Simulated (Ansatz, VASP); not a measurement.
InSb in VASP and in Ansatz

```
In Sb
1.0
     5.42749    0.00000    0.00000
     0.00000    5.78717    0.00000
     0.00000    0.00000    3.10331
In Sb
2 2
Direct
  0.00000 0.00000 0.00000
  0.50000 0.50000 0.00000
  0.50000 0.00000 0.83500
  0.00000 0.50000 0.16500
```

Change from the starting cell: volume scaled by 1.04, PAW files.

Alike in both runs: task electric field gradients; functional LDA; k mesh 6 × 6 × 11; occupations fermi-dirac, width 0.08 eV; no spin polarisation.

|  | VASP | Ansatz |
| --- | --- | --- |
| version | VASP 6.6.1 | Ansatz 0.2.0 |
| potentials or method | VASP PAW LDA potentials, release 64 (In_d, Sb) | PAW with Ansatz's default frozen-core files, scalar-relativistic |
| plane-wave cutoff (eV) | 520 | 420 |
| valence electrons in the cell | 36 | 56 |

```tsv
	VASP	Ansatz	Ansatz less VASP
pressure (GPa)	7.8	7.6	-0.23
traceless stress, the component that is largest in VASP (GPa)	9.60	9.55	-0.051
rms of the force components (eV/Å)	0.228	0.226	-0.0020
size of Vzz on the site where it differs most (V/Å²)	82.6	74.0	-8.55
```

LDA's correlation is that of Perdew and Zunger in VASP and of Perdew and Wang (1992) in Ansatz. Atom by atom the forces differ by 0.002 eV/Å (rms over components). VASP's potentials hold 36 valence electrons a cell and Ansatz's 56, so a difference there can come from the potentials and not from the codes.

Spin-orbit coupling is off throughout.
